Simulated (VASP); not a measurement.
Set up this calculation in VASP 6.6.1, as the native input.

```yaml
Task: single point
Functional: PBE
Potentials_or_basis: VASP PAW PBE potentials, release 64 (Mg, Zr_sv, N)
Cutoff: 520 eV
k_mesh: 6 × 6 × 6
Occupations: gaussian, width 0.1 eV
Spin: no spin polarisation
Dipole_correction: no
Further_INCAR_settings: ALGO = Normal; EDIFF = 1e-06; NBANDS = 24
```

The structure of MgZr2N lies in POSCAR:

```
MgZr2N
1.0
    2.6926073895      1.5545775995      3.4982332116
   -2.6926073895      1.5545775995      3.4982332116
    0.0000000000     -3.1091552040      3.4982332095
Mg Zr N
1 2 1
Direct
    0.5000000000      0.5000000000      0.5000000000
    0.8140125626      0.8140125626      0.8140125626
    0.1859874374      0.1859874374      0.1859874374
    0.0000000000      0.0000000000      0.0000000000
```

The input as run:

INCAR

```
SYSTEM = MgZr2N
  PREC = Accurate
  ENCUT = 520
  EDIFF = 1E-6
  ISMEAR = 0
  SIGMA = 0.1
  LREAL = .False.
  LASPH = .True.
  NELM = 100
  ALGO = Normal
  ISIF = 2
  LWAVE = .False.
  LCHARG = .True.
  GGA = PE
  LELF = .True.
  LVHAR = .True.
  NBANDS = 24
```

KPOINTS

```
Automatic mesh
0
Gamma
  6 6 6
  0 0 0
```

Potentials or basis: VASP PAW PBE potentials, release 64 (Mg, Zr_sv, N).

Launch:

```sh
$ cat potpaw_PBE.64/Mg/POTCAR potpaw_PBE.64/Zr_sv/POTCAR potpaw_PBE.64/N/POTCAR > POTCAR
$ mpirun -np 1 vasp_std > vasp.out
```

Results of the run:

```json
{
 "Pressure": "0.0 GPa",
 "Largest force": "0.035 eV/Å"
}
```

Wall time 30 s on 1 thread of Intel(R) Xeon(R) 6975P-C (Granite Rapids) (shared host), peak memory 0.24 GiB.
